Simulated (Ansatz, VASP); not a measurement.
**Ag: VASP beside Ansatz**

Contents of INCAR:

```
ALGO = Normal
EDIFF = 1E-6
ENCUT = 500
GGA = PE
GGA_COMPAT = F
ISIF = 2
ISMEAR = 0
LASPH = T
LCHARG = F
LREAL = F
LWAVE = F
NBANDS = 12
NELM = 120
PREC = Accurate
SIGMA = 0.05
```

File KPOINTS:

```
k-points
0
Gamma
  8 8 8
```

The input POSCAR:

```
Ag
1.0
   -1.6493996759      1.6493996759      1.6493996759
    1.6493996759     -1.6493996759      1.6493996759
    1.6493996759      1.6493996759     -1.6493996759
Ag
1
Direct
    0.0000000000      0.0000000000      0.0000000000
```

Input for Ansatz:

```yaml
crystal:
  lattice:
    - [-1.6493996759, 1.6493996759, 1.6493996759]
    - [1.6493996759, -1.6493996759, 1.6493996759]
    - [1.6493996759, 1.6493996759, -1.6493996759]
  atoms:
    - { symbol: Ag, position: [0.0, 0.0, 0.0] }
basis:
  ecutwfc: 420
  ecutrho_ratio: 4
kpoints:
  mp_grid: { grid: [8, 8, 8] }
hamiltonian:
  xc: pbe
scf:
  occupations: { method: gaussian, width: 0.05 }
output:
  forces: true
  stress: true
  eigenvalues: true
```

Alike in both runs: task single point; functional PBE; k mesh 8 × 8 × 8; occupations gaussian, width 0.05 eV; no spin polarisation.

|  | VASP | Ansatz |
| --- | --- | --- |
| version | VASP 6.6.1 | Ansatz 0.2.0 |
| potentials or method | VASP PAW PBE potentials, release 64 (Ag), cutoff 500 eV | scalar-relativistic, plane waves, PAW |
| valence electrons in the cell | 11 | 19 |

```csv
,VASP,Ansatz,Ansatz less VASP
gap on the k mesh at the Fermi level (eV),none,none,-
pressure (GPa),0.0,0.1,+0.07
```

A gap of «none» marks a metal or a gap that the smearing closes. With one functional, cell and mesh, what is left measures potentials, basis and numerics. VASP's potentials hold 11 valence electrons a cell and Ansatz's 19, so a difference there can come from the potentials and not from the codes.
